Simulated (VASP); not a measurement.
## ZnCd2Te2S: single point with PBE

The system is ZnCd2Te2S.

```
Zn Cd Te S
1.0
     4.51396    0.00000    0.00000
     0.00000    4.58116    0.00000
     0.00000    0.00000    7.93434
Zn Cd Te S
1 2 2 1
Cartesian
  2.2570 2.2906 1.3081
  2.2570 2.2906 6.5633
  2.2570 0.0000 2.6990
  0.0000 0.0000 7.9074
  0.0000 2.2906 3.9945
  2.2570 0.0000 5.2978
```

The cell was generated, and may not be a known phase.

| Item | Value |
| --- | --- |
| Program | VASP 6.6.1 |
| Task | single point |
| Functional | PBE |
| Potentials or basis | VASP PAW PBE potentials, release 64 (Zn, Cd, Te, S) |
| Cutoff | 520 eV |
| k mesh | 4 × 4 × 2 |
| Occupations | gaussian, width 0.1 eV |
| Spin | no spin polarisation |

- Pressure: -2.6 GPa
- Largest force: 0.870 eV/Å
- Band gap on the k mesh: zero (bands 27 and 28 overlap by 0.57 eV)

Forces in eV/Å, atoms in the order of the input:
```
Zn   0.000  0.000  0.131
Cd   0.000  0.000 -0.339
Cd   0.000  0.000  0.335
Te   0.000  0.000  0.711
Te   0.000  0.000 -0.870
S    0.000  0.000  0.032
```

Stress tensor (GPa, compression positive):
```
-4.09  0.00  0.00
 0.00 -2.22  0.00
 0.00  0.00 -1.47
```

Levels at points of the mesh, in eV from the Fermi level:
```csv
k point,band 24,band 25,band 26,band 27,band 28,band 29,band 30,band 31
"(0.00, 0.00, 0.00)",-0.89,-0.82,-0.59,-0.16,-0.01,0.93,2.20,3.34
"(0.50, 0.00, 0.00)",-1.01,-0.71,-0.29,-0.27,-0.12,1.13,2.17,2.40
"(0.00, 0.50, 0.00)",-1.48,-1.19,-0.70,-0.34,0.89,1.06,2.04,3.62
"(0.50, 0.50, 0.00)",-2.65,-2.01,-1.83,-1.49,0.77,1.13,1.92,4.24
"(0.00, 0.00, 0.50)",-1.39,-1.37,-1.08,0.21,0.41,0.61,2.96,3.57
"(0.50, 0.00, 0.50)",-1.94,-0.59,-0.42,-0.25,-0.05,1.24,2.00,2.97
"(0.00, 0.50, 0.50)",-1.79,-0.65,-0.51,-0.19,0.58,1.09,1.96,3.06
"(0.50, 0.50, 0.50)",-1.90,-0.73,-0.67,-0.51,-0.36,-0.20,1.00,2.64
```

It took 81 s on 1 thread of Intel(R) Xeon(R) Platinum 8488C (Sapphire Rapids), on a shared host, peak memory 0.32 GiB.

Caveat: the k points lie up to 0.40 Å⁻¹ apart, too coarse for converged energies and pressures of a metal; semilocal functionals underestimate gaps, and a narrow one can read as zero; spin-orbit coupling is left out, which moves the levels of the heavy elements.
